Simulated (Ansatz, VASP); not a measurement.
## Two plane-wave programs on Rh

The input POSCAR:

```
Rh
1.0
    0.0000000000      1.9300732500      1.9585965000
    1.9300732500      0.0000000000      1.9585965000
    1.9300732500      1.9300732500      0.0000000000
Rh
1
Direct
    0.0000000000      0.0000000000      0.0000000000
```

INCAR.step1

```
SYSTEM = Rh
PREC = Accurate
ENCUT = 520
ISMEAR = 0
SIGMA = 0.15
LREAL = .False.
LASPH = .True.
NELM = 60
NBANDS = 14
GGA = PE
ALGO = Normal
EDIFF = 1E-4
LWAVE = .True.
LCHARG = .False.
```

INCAR.step2

```
SYSTEM = Rh
PREC = Accurate
ENCUT = 520
EDIFF = 1E-6
ISMEAR = 0
SIGMA = 0.15
LREAL = .False.
LASPH = .True.
NELM = 60
ALGO = Normal
ISIF = 2
LWAVE = .False.
LCHARG = .False.
METAGGA = R2SCAN
LMIXTAU = .True.
NBANDS = 14
ISTART = 1
```

KPOINTS

```
regular mesh
0
Gamma
  8 8 8
  0 0 0
```

Input for Ansatz:

```yaml
crystal:
  lattice:
    - [0.0, 1.93007325, 1.9585965]
    - [1.93007325, 0.0, 1.9585965]
    - [1.93007325, 1.93007325, 0.0]
  atoms:
    - { symbol: Rh, position: [0.0, 0.0, 0.0] }
basis:
  ecutwfc: 500
kpoints:
  mp_grid: { grid: [8, 8, 8] }
hamiltonian:
  xc: r2scan
scf:
  occupations: { method: gaussian, width: 0.15 }
output:
  forces: true
  stress: true
  eigenvalues: true
```

Change from the starting cell: strain +0.015 along x and y, +0.030 along z, atoms carried along.

Alike in both runs: task single point; functional r2SCAN; k mesh 8 × 8 × 8; occupations gaussian, width 0.15 eV; no spin polarisation.

```csv
,VASP,Ansatz
version,VASP 6.6.1,Ansatz 0.2.0
potentials or method,"VASP PAW PBE potentials, release 64 (Rh_pv), cutoff 520 eV","scalar-relativistic, plane waves, PAW"
valence electrons in the cell,15,17
```

```csv
,VASP,Ansatz,Ansatz less VASP
gap on the k mesh at the Fermi level (eV),none,none,-
pressure (GPa),-13.1,-14.0,-0.90
"traceless stress, the component that is largest in VASP (GPa)",-1.95,-1.94,+0.006
```

VASP's potentials were made for PBE, not for r2SCAN. A gap of «none» marks a metal or a gap that the smearing closes. VASP's potentials hold 15 valence electrons a cell and Ansatz's 17, so a difference there can come from the potentials and not from the codes.
